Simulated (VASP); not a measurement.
# Au (Fm-3m) in VASP: notebook, part 2 of 2

VASP 6.6.1.

**3. Single point, PBE**

Contents of INCAR:

```
PREC     = Accurate       # precision mode
ENCUT    = 520            # plane-wave cutoff, eV
EDIFF    = 1E-7           # SCF threshold, eV
ISMEAR   = -1             # smearing method
SIGMA    = 0.06           # smearing width, eV
LREAL    = F              # projectors in reciprocal space
LASPH    = T              # aspherical terms in the spheres
NELM     = 60             # most SCF steps
ALGO     = Normal         # electronic algorithm
ISIF     = 2              # what is computed and relaxed
LWAVE    = F              # write WAVECAR
LCHARG   = F              # write CHGCAR
GGA      = PE             # functional
NBANDS   = 12             # bands
```

Contents of KPOINTS:

```
Automatic mesh
0
Gamma
  12 12 12
```

Contents of POSCAR:

```
Au
1.0
    0.0000000000      2.1161740000      2.1161740000
    2.1161740000      0.0000000000      2.1161740000
    2.1161740000      2.1161740000      0.0000000000
Au
1
Direct
    0.0000000000      0.0000000000      0.0000000000
```

Potentials or basis: VASP PAW PBE potentials, release 64 (Au).

Run with:

```sh
cat potpaw_PBE.64/Au/POTCAR > POTCAR
mpirun -np 1 vasp_std > vasp.out
```

OUTCAR:

```text
PREC = Accurate
   ENCUT = 520
   EDIFF = 1E-7
   ISMEAR = -1
   LREAL = F
   LASPH = T
   NELM = 60
   ISIF = 2
   GGA = PE

 ion  position               nearest neighbor table
   1  0.000  0.000  0.000-

  LATTYP: Found a face centered cubic cell.
 ALAT       =     4.2323480000

  Lattice vectors:

 A1 = (   0.0000000000,   2.1161740000,   2.1161740000)
 A2 = (   2.1161740000,   0.0000000000,   2.1161740000)
 A3 = (   2.1161740000,   2.1161740000,   0.0000000000)

Analysis of symmetry for initial positions (statically):
=====================================================================
 Subroutine PRICEL returns:
 Original cell was already a primitive cell.

 Routine SETGRP: Setting up the symmetry group for a
 face centered cubic supercell.

 Subroutine GETGRP returns: Found 48 space group operations
 (whereof 48 operations were pure point group operations)
 out of a pool of 48 trial point group operations.

The static configuration has the point symmetry O_h .

Analysis of symmetry for dynamics (positions and initial velocities):
=====================================================================
 Subroutine PRICEL returns:
 Original cell was already a primitive cell.

 Routine SETGRP: Setting up the symmetry group for a
 face centered cubic supercell.

 Subroutine GETGRP returns: Found 48 space group operations
 (whereof 48 operations were pure point group operations)
 out of a pool of 48 trial point group operations.

The dynamic configuration has the point symmetry O_h .

 Subroutine INISYM returns: Found 48 space group operations
 (whereof 48 operations are pure point group operations),
 and found     1 'primitive' translations

----------------------------------------------------------------------------------------

                                     Primitive cell

  volume of cell :      18.9533

[... 107 lines left out ...]
  volume/ion in A,a.u.               =      18.95       127.90
  Fermi-wavevector in a.u.,A,eV,Ry     =   1.365561  2.580536 25.371547  1.864756
  Thomas-Fermi vector in A             =   2.491778
   LORBIT       =      0    0 simple, 1 ext, 2 COOP (PROOUT), +10 PAW based schemes
   GGA     = PE    functional components
   LHFCALC =     F    Hartree Fock is set to
   AEXX    =    0.0000 exact exchange contribution
   IVDW    =     0    specifies the selected vdW correction
   LEPSILON=     F    determine dielectric tensor
   LRPA    =     F    only Hartree local field effects (RPA)
 non-spin polarized calculation
  energy-cutoff  :      520.00
  volume of cell :       18.95
 maximum number of plane-waves:       532
 NGX is ok and might be reduce to    24
   NGX = 11   NGY = 11   NGZ = 11

 number of electron      10.9999999 magnetization

 Free energy of the ion-electron system (eV)
  ---------------------------------------------------
  ext. energy  EPLUGINS =         0.00000000
  ---------------------------------------------------
  free energy    TOTEN  =        -3.19408706 eV

  energy without entropy =       -3.18950163  energy(sigma->0) =       -3.19179434

 E-fermi :   7.7483     XC(G=0): -12.0871

 val. band max:        7.6211745817   @ k =   0.5000   0.3333   0.1667
 cond. band min:       7.8135296945   @ k =   0.5000   0.2500   0.0833
 fundamental gap:      0.1923551127
 Fermi energy:         7.7483222801

 k-point     1 :       0.0000    0.0000    0.0000
  band No.  band energies     occupation
      1      -0.9824      2.00000
      2       3.6424      2.00000
      3       3.6424      2.00000
      4       3.6424      2.00000
      5       4.8961      2.00000
      6       4.8961      2.00000
      7      22.4147      0.00000
      8      25.8003      0.00000
      9      25.8003      0.00000
     10      25.8003      0.00000
     11      30.3845      0.00000
     12      33.9681      0.00000
[... 331 lines left out ...]
 k-point    24 :      -0.4167    0.1667    0.0000
  band No.  band energies     occupation
      1       1.9744      2.00000
      2       3.3284      2.00000
      3       4.0466      2.00000
      4       4.4894      2.00000
      5       5.7148      2.00000
      6       9.0042      0.00000
      7      10.9244      0.00000
      8      19.9331      0.00000
      9      23.0471      0.00000
     10      23.1394      0.00000
     11      31.3003      0.00000
     12      31.8736      0.00000

 [... further k-points ...]
[... 5 lines left out ...]
  --------------------------------------------------------------------------------------
  -------------------------------------------------------------------------------------
  Total       -0.7484402     -0.7484402     -0.7484402      0.0000000      0.0000000      0.0000000
  in kB      -63.2679238    -63.2679238    -63.2679238      0.0000000      0.0000000      0.0000000
  external PRESSURE =     -63.2679238 kB  Pullay stress =       0.0000000 kB

 VOLUME and BASIS-vectors are now :
 -----------------------------------------------------------------------------
  energy-cutoff  :      520.00
  volume of cell :       18.95
      direct lattice vectors                 reciprocal lattice vectors
     0.000000000  2.116174000  2.116174000    -0.236275467  0.236275467  0.236275467
     2.116174000  0.000000000  2.116174000     0.236275467 -0.236275467  0.236275467
     2.116174000  2.116174000  0.000000000     0.236275467  0.236275467 -0.236275467

 POSITION                                       TOTAL-FORCE (eV/Angst)
 -----------------------------------------------------------------------------------
      0.00000      0.00000      0.00000         0.000000      0.000000      0.000000
 -----------------------------------------------------------------------------------
    total drift:                                0.000000      0.000000     -0.000000

  FREE ENERGIE OF THE ION-ELECTRON SYSTEM (eV)
  ---------------------------------------------------
  free  energy   TOTEN  =        -3.1940870600 eV

  energy  without entropy=       -3.1895016267  energy(sigma->0) =       -3.19179434
```

stdout:

```text
POSCAR found type information on POSCAR Au
 POSCAR found :  1 types and       1 ions
 scaLAPACK will be used
 LDA part: xc-table for (Slater+PW92), standard interpolation
 POSCAR, INCAR and KPOINTS ok, starting setup
 FFT: planning ... GRIDC
 FFT: planning ... GRID_SOFT
 FFT: planning ... GRID
 WAVECAR not read
 entering main loop
```

It took 7.9 s on 1 thread of Intel Xeon 6975P-C (Granite Rapids), shared host; peak memory 0.15 GiB.

Results:

| Property | Result |
| --- | --- |
| Free energy | -3.1941 eV |
| Pressure | -6.3 GPa |

Caveat: spin-orbit coupling is left out, which moves the levels of the heavy elements.

**4. Single point, PBEsol**

Contents of INCAR:

```
PREC = Accurate
ENCUT = 520
EDIFF = 1E-6
ISMEAR = -1
SIGMA = 0.06
LREAL = F
LASPH = T
NELM = 80
ALGO = Normal
ISIF = 2
LWAVE = F
LCHARG = T
GGA = PS
LELF = T
LVHAR = T
NBANDS = 12
```

Contents of KPOINTS:

```
regular mesh
0
Gamma
  12 12 12
```

POSCAR is that of step 3.

Run with:

```sh
cat potpaw_PBE.64/Au/POTCAR > POTCAR
mpirun -np 1 vasp_std > vasp.out
```

Wall time 7 s (1 thread of Intel Xeon 6975P-C (Granite Rapids), shared host); peak memory 0.15 GiB.

The run converged. Its results:

```
Free energy : -3.8229 eV
Pressure    : -13.7 GPa
```

Levels at points of the mesh, in eV from the Fermi level:
```tsv
k point	band 3	band 4	band 5	band 6	band 7	band 8	band 9	band 10
(0.00, 0.00, 0.00)	-4.08	-4.08	-2.81	-2.81	14.65	18.03	18.03	18.03
(0.50, 0.00, 0.00)	-4.10	-1.81	-1.81	-0.48	2.59	14.07	16.34	16.34
(0.50, 0.50, 0.00)	-1.85	-1.55	-1.55	1.32	5.00	9.71	9.71	16.10
```

Caveat: the PAW data sets were made with another functional, which shifts forces and pressure a little; spin-orbit coupling is left out, which moves the levels of the heavy elements.

**5. The runs side by side**

```csv
level,potentials or basis,gap on the mesh (eV),pressure (GPa)
LDA,"VASP PAW LDA potentials, release 64 (Au)",none,-17.1
PBE,"VASP PAW PBE potentials, release 64 (Au)",none,-6.3
PBEsol,"VASP PAW PBE potentials, release 64 (Au)",none,-13.7
```

Alike in all rows: task single point; no spin polarisation; cell as given; k mesh 12 × 12 × 12; cutoff (eV) 520; smearing fermi-dirac 0.06 eV.

Caveats: spin-orbit coupling is left out, which moves the levels of the heavy elements; the PAW data sets were made with another functional, which shifts forces and pressure a little (some runs).

Total energies depend on the potentials used, so only differences within one code and one set of settings carry meaning.
